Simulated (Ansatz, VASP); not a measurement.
## One calculation of Mn, two programs

```
Mn
1.0
     2.48365    0.00000    0.00000
    -1.24182    2.15090    0.00000
     0.00000    0.00000    4.02620
Mn
2
Direct
  0.66667 0.33333 0.75000
  0.33333 0.66667 0.25000
```

Alike in both runs: task single point; functional PBE; k mesh 15 × 15 × 8; occupations fermi-dirac, width 0.05 eV; no spin polarisation.

|  | VASP | Ansatz |
| --- | --- | --- |
| version | VASP 6.6.1 | Ansatz 0.2.0 |
| potentials or method | VASP PAW PBE potentials, release 64 (Mn_pv) | PAW with Ansatz's default frozen-core files, scalar-relativistic |
| plane-wave cutoff (eV) | 520 | 420 |
| valence electrons in the cell | 26 | 30 |

Ansatz gave:

| Item | Value |
| --- | --- |
| pressure (GPa) | -1.2 |
| traceless stress, the component that is largest in VASP (GPa) | -0.10 |

Task: Which values does VASP return?

Result: Pressure (GPa): -1.3; traceless stress, the component that is largest in VASP (GPa): -0.19.

VASP's potentials hold 26 valence electrons a cell and Ansatz's 30, so a difference there can come from the potentials and not from the codes.
